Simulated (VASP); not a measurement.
# In (Im-3m) in VASP: settings compared

In is run at these levels: PBE0, HSE06; tasks: single point.

Everything below comes from runs of VASP 6.6.1. Logs are shortened: lines on timing, memory, paths and dates and some standing lists are left out, and cuts for length are marked.

## (1) The cell of the first run

The structure is cubic, space group Im-3m (No. 229). The conventional cell has a = 3.815 Å, b = 3.815 Å, c = 3.815 Å, α = 90.00°, β = 90.00°, γ = 90.00°. Within 4.3 Å of In (site symmetry m-3m) lie 14 In at 3.30 to 3.81 Å.

This isn't the form of In at room conditions, which is tetragonal.

## (2) Single point, PBE0

POSCAR reads:

```
In
1.0
   -1.9072981498      1.9072981498      1.9072981498
    1.9072981498     -1.9072981498      1.9072981498
    1.9072981498      1.9072981498     -1.9072981498
In
1
Direct
    0.0000000000      0.0000000000      0.0000000000
```

INCAR.step1 reads:

```
SYSTEM = In
PREC = Accurate
ENCUT = 520
EDIFF = 1E-5
ISMEAR = -1
SIGMA = 0.05
LREAL = .False.
LASPH = .True.
NELM = 100
ALGO = Normal
ISIF = 2
LWAVE = .True.
LCHARG = .False.
NBANDS = 12
GGA = PE
```

INCAR.step2 reads:

```
SYSTEM = In
PREC = Accurate
ENCUT = 520
EDIFF = 1E-6
ISMEAR = -1
SIGMA = 0.05
LREAL = .False.
LASPH = .True.
NELM = 100
ALGO = Normal
ISIF = 2
LWAVE = .False.
LCHARG = .False.
GGA = PE
LHFCALC = .True.
AEXX = 0.25
PRECFOCK = Normal
NBANDS = 12
ISTART = 1
```

KPOINTS reads:

```
regular mesh
0
Gamma
  6 6 6
  0 0 0
```

Potentials or basis: VASP PAW PBE potentials, release 64 (In_d).

Started as:

```bash
> cat potpaw_PBE.64/In_d/POTCAR > POTCAR
> cp INCAR.step1 INCAR
> mpirun -np 1 vasp_std > vasp.out
> cp INCAR.step2 INCAR
> mpirun -np 1 vasp_std > vasp.out
```

OUTCAR:

```text
SYSTEM = In
   PREC = Accurate
   ENCUT = 520
   EDIFF = 1E-6
   ISMEAR = -1
   LREAL = .False.
   LASPH = .True.
   NELM = 100
   ISIF = 2
   GGA = PE
   LHFCALC = .True.
   AEXX = 0.25
   PRECFOCK = Normal
   ISTART = 1

 ion  position               nearest neighbor table
   1  0.000  0.000  0.000-

  LATTYP: Found a body centered cubic cell.
 ALAT       =     3.8145962996

  Lattice vectors:

 A1 = (  -1.9072981498,   1.9072981498,   1.9072981498)
 A2 = (   1.9072981498,  -1.9072981498,   1.9072981498)
 A3 = (   1.9072981498,   1.9072981498,  -1.9072981498)

Analysis of symmetry for initial positions (statically):
=====================================================================
 Subroutine PRICEL returns:
 Original cell was already a primitive cell.

 Routine SETGRP: Setting up the symmetry group for a
 body centered cubic supercell.

 Subroutine GETGRP returns: Found 48 space group operations
 (whereof 48 operations were pure point group operations)
 out of a pool of 48 trial point group operations.

The static configuration has the point symmetry O_h .

Analysis of symmetry for dynamics (positions and initial velocities):
=====================================================================
 Subroutine PRICEL returns:
 Original cell was already a primitive cell.

 Routine SETGRP: Setting up the symmetry group for a
 body centered cubic supercell.

 Subroutine GETGRP returns: Found 48 space group operations
 (whereof 48 operations were pure point group operations)
 out of a pool of 48 trial point group operations.

The dynamic configuration has the point symmetry O_h .

 Subroutine INISYM returns: Found 48 space group operations
 (whereof 48 operations are pure point group operations),
 and found     1 'primitive' translations

----------------------------------------------------------------------------------------

                                     Primitive cell

  volume of cell :      27.7534

  direct lattice vectors                    reciprocal lattice vectors
    -1.907298150  1.907298150  1.907298150     0.000000000  0.262150939  0.262150939
     1.907298150 -1.907298150  1.907298150     0.262150939  0.000000000  0.262150939
     1.907298150  1.907298150 -1.907298150     0.262150939  0.262150939  0.000000000

  length of vectors
     3.303537301  3.303537301  3.303537301     0.370737413  0.370737413  0.370737413

[... 84 lines left out ...]
   ISMEAR =    -1;   SIGMA  =   0.05  broadening in eV -4-tet -1-fermi 0-gaus
   EFERMI_NEDOS =   21; number of points for ismear=-14 and -15
   IALGO  =     38    algorithm
   IMIX   =      1    mixing-type and parameters
     AMIX     =   0.40;   BMIX     =  1.00
     AMIX_MAG =   1.60;   BMIX_MAG =  1.00
  volume/ion in A,a.u.               =      27.75       187.29
  Fermi-wavevector in a.u.,A,eV,Ry     =   1.271405  2.402608 21.993430  1.616472
  Thomas-Fermi vector in A             =   2.404340
   LORBIT       =      0    0 simple, 1 ext, 2 COOP (PROOUT), +10 PAW based schemes
   GGA     = PE    functional components
   LHFCALC =     T    Hartree Fock is set to
   PRECFOCK=normal    Normal, Fast or Accurate (Low or Medium for compatibility)
   ENCUT4O =  -1.0   cutoff for four orbital integrals eV
   NKREDX  =     1    reduce k-point grid by
   NKREDY  =     1    reduce k-point grid by
   NKREDZ  =     1    reduce k-point grid by
   AEXX    =    0.2500 exact exchange contribution
   HFSCREEN=    0.0000 screening length (either q_TF or 0.3 A-1)
   HFSCREENC=   0.0000 screening length for correlation (either q_TF or 0.3 A-1)
   ENCUTFOCK=  -1.0 apply spherical cutoff to Coloumb kernel
   IVDW    =     0    specifies the selected vdW correction
   LEPSILON=     F    determine dielectric tensor
   LRPA    =     F    only Hartree local field effects (RPA)
 non-spin polarized calculation
  energy-cutoff  :      520.00
  volume of cell :       27.75
 maximum number of plane-waves:       767
 NGX is ok and might be reduce to    28
  NGX = 20; NGY = 20; NGZ = 20

 number of electron      13.0000004 magnetization

 Free energy of the ion-electron system (eV)
  ---------------------------------------------------
  ext. energy  EPLUGINS =         0.00000000
  ---------------------------------------------------
  free energy    TOTEN  =        -3.21494499 eV

  energy without entropy =       -3.21075865  energy(sigma->0) =       -3.21285182

 E-fermi :   6.8737     XC(G=0):  -7.8872

 val. band max:        6.0643705613   @ k =   0.5000   0.5000   0.3333
 cond. band min:       6.9710002306   @ k =  -0.3333   0.5000   0.1667
 fundamental gap:      0.9066296693
 Fermi energy:         6.8737047444

 k-point     1 :       0.0000    0.0000    0.0000
  band No.  band energies     occupation
      1     -10.2875      2.00000
      2     -10.2875      2.00000
      3     -10.2875      2.00000
      4     -10.0419      2.00000
      5     -10.0419      2.00000
      6      -3.9904      2.00000
      7      18.7219      0.00000
      8      18.7219      0.00000
      9      18.7219      0.00000
     10      20.7813      0.00000
     11      20.7813      0.00000
     12      20.7813      0.00000
[... 211 lines left out ...]
 k-point    16 :       0.5000    0.5000    0.5000
  band No.  band energies     occupation
      1     -10.3756      2.00000
      2     -10.3756      2.00000
      3      -9.9270      2.00000
      4      -9.9270      2.00000
      5      -9.9270      2.00000
      6       8.0728      0.00000
      7       8.5614      0.00000
      8       8.5614      0.00000
      9       8.5614      0.00000
     10      12.6421      0.00000
     11      12.6421      0.00000
     12      27.5827      0.00000

------------------------ aborting loop because EDIFF is reached ----------------------------------------

  FORCE on cell =-STRESS in cart. coord.  units (eV):
  Direction    XX          YY          ZZ          XY          YZ          ZX
  --------------------------------------------------------------------------------------
  -------------------------------------------------------------------------------------
  Total       -0.3967503     -0.3967503     -0.3967503      0.0000000     -0.0000000      0.0000000
  in kB      -22.9040414    -22.9040414    -22.9040414      0.0000000     -0.0000000      0.0000000
  external PRESSURE =     -22.9040414 kB  Pullay stress =       0.0000000 kB

 VOLUME and BASIS-vectors are now :
 -----------------------------------------------------------------------------
  energy-cutoff  :      520.00
  volume of cell :       27.75
      direct lattice vectors                 reciprocal lattice vectors
    -1.907298150  1.907298150  1.907298150     0.000000000  0.262150939  0.262150939
     1.907298150 -1.907298150  1.907298150     0.262150939  0.000000000  0.262150939
     1.907298150  1.907298150 -1.907298150     0.262150939  0.262150939  0.000000000

 POSITION                                       TOTAL-FORCE (eV/Angst)
 -----------------------------------------------------------------------------------
      0.00000      0.00000      0.00000        -0.000000     -0.000000     -0.000000
 -----------------------------------------------------------------------------------
    total drift:                               -0.000000     -0.000000      0.000000

  FREE ENERGIE OF THE ION-ELECTRON SYSTEM (eV)
  ---------------------------------------------------
  free  energy   TOTEN  =        -3.2149449921 eV

  energy  without entropy=       -3.2107586471  energy(sigma->0) =       -3.21285182
```

OUTCAR.step1:

```text
SYSTEM = In
   PREC = Accurate
   ENCUT = 520
   EDIFF = 1E-5
   ISMEAR = -1
   LREAL = .False.
[... 447 lines left out ...]
 -----------------------------------------------------------------------------------
      0.00000      0.00000      0.00000         0.000000      0.000000     -0.000000
 -----------------------------------------------------------------------------------
    total drift:                               -0.000000     -0.000000     -0.000000

  FREE ENERGIE OF THE ION-ELECTRON SYSTEM (eV)
  ---------------------------------------------------
  free  energy   TOTEN  =        -2.5729326812 eV

  energy  without entropy=       -2.5684110089  energy(sigma->0) =       -2.57067185
```

OSZICAR.step1:

```text
N       E                     dE             d eps       ncg     rms          rms(c)
DAV:   1     0.815685079200E+02    0.81569E+02   -0.62357E+03   384   0.132E+03
DAV:   2     0.143897437894E+01   -0.80130E+02   -0.77880E+02   388   0.294E+02
DAV:   3    -0.249547381464E+01   -0.39344E+01   -0.39141E+01   468   0.661E+01
DAV:   4    -0.259327120734E+01   -0.97797E-01   -0.97776E-01   492   0.102E+01
DAV:   5    -0.259814114729E+01   -0.48699E-02   -0.48698E-02   532   0.201E+00    0.203E+00
DAV:   6    -0.257715495855E+01    0.20986E-01   -0.35219E-02   448   0.367E+00    0.987E-01
DAV:   7    -0.257315534298E+01    0.39996E-02   -0.10885E-02   496   0.188E+00    0.235E-01
DAV:   8    -0.257292616013E+01    0.22918E-03   -0.82581E-04   496   0.466E-01    0.340E-02
DAV:   9    -0.257293268121E+01   -0.65211E-05   -0.87344E-06   312   0.388E-02
   1 F= -.25729327E+01 E0= -.25706718E+01  d E =-.452167E-02
```

Run time: 27 min. Hardware: 1 thread of Intel Xeon 8259CL, shared host; peak memory 0.18 GiB.

What came out:

- Free energy: -3.2149 eV
- Pressure: -2.3 GPa
- Band gap on the k mesh: zero (an odd number of electrons rules out a gap without spin polarisation)

Levels at points of the mesh, in eV from the Fermi level:
```csv
k point,band 2,band 3,band 4,band 5,band 6,band 7,band 8,band 9,band 10,band 11
"(0.00, 0.00, 0.00)",-17.16,-17.16,-16.92,-16.92,-10.86,11.85,11.85,11.85,13.91,13.91
"(0.50, 0.00, 0.00)",-17.19,-16.93,-16.92,-16.77,-4.81,-3.82,6.66,8.13,10.73,10.77
"(0.50, 0.50, 0.50)",-17.25,-16.80,-16.80,-16.80,1.20,1.69,1.69,1.69,5.77,5.77
```

Caveat: the k points lie up to 0.39 Å⁻¹ apart, too coarse for converged energies and pressures of a metal; the PAW data sets were made with another functional, which shifts forces and pressure a little; spin-orbit coupling is left out, which moves the levels of the heavy elements.

## (3) Single point, HSE06

This run uses another cell than the first one, of 28.29 Å³/atom.

POSCAR reads:

```
In
1.0
   -1.9194468732      1.9194468732      1.9194468732
    1.9194468732     -1.9194468732      1.9194468732
    1.9194468732      1.9194468732     -1.9194468732
In
1
Direct
    0.0000000000      0.0000000000      0.0000000000
```

INCAR.step1 reads:

```
PREC = Accurate
ENCUT = 520
EDIFF = 1E-5
ISMEAR = -1
SIGMA = 0.05
LREAL = False
LASPH = True
NELM = 60
ALGO = Normal
ISIF = 2
LWAVE = True
LCHARG = False
GGA = PE
NBANDS = 12
```

INCAR.step2 reads:

```
PREC = Accurate
ENCUT = 520
EDIFF = 1E-6
ISMEAR = -1
SIGMA = 0.05
LREAL = False
LASPH = True
NELM = 60
ALGO = Normal
ISIF = 2
LWAVE = False
LCHARG = False
GGA = PE
LHFCALC = True
HFSCREEN = 0.2079
PRECFOCK = Normal
ISTART = 1
NBANDS = 12
```

KPOINTS reads:

```
regular mesh
0
Gamma
  6 6 6
```

Potentials or basis: VASP PAW PBE potentials, release 64 (In_d).

Started as:

```bash
> cat potpaw_PBE.64/In_d/POTCAR > POTCAR
> cp INCAR.step1 INCAR
> mpirun -np 1 vasp_std > vasp.out
> cp INCAR.step2 INCAR
> mpirun -np 1 vasp_std > vasp.out
```

Wall time 11 min (1 thread of Intel Xeon Platinum 8259CL at 2.50GHz (Skylake/Cascade Lake), shared host); peak memory 0.26 GiB.

Results (log left out):

```
Free energy            : -2.9072 eV
Pressure               : -3.1 GPa
Band gap on the k mesh : zero (an odd number of electrons rules out a gap without spin polarisation)
```

Levels at points of the mesh, in eV from the Fermi level:
```tsv
k point	band 3	band 4	band 5	band 6	band 7	band 8	band 9	band 10
(0.00, 0.00, 0.00)	-16.53	-16.30	-16.30	-10.08	11.43	11.43	11.43	13.65
(0.50, 0.00, 0.00)	-16.31	-16.30	-16.16	-4.21	-3.14	6.37	7.86	10.43
(0.50, 0.50, 0.50)	-16.19	-16.19	-16.19	0.98	1.60	1.60	1.60	5.60
```

Caveat: the k points lie up to 0.39 Å⁻¹ apart, too coarse for converged energies and pressures of a metal; the PAW data sets were made with another functional, which shifts forces and pressure a little; spin-orbit coupling is left out, which moves the levels of the heavy elements.

[end of part 1 of 2]

The gap in the log of VASP goes by the Fermi energy; the results here count the filled bands.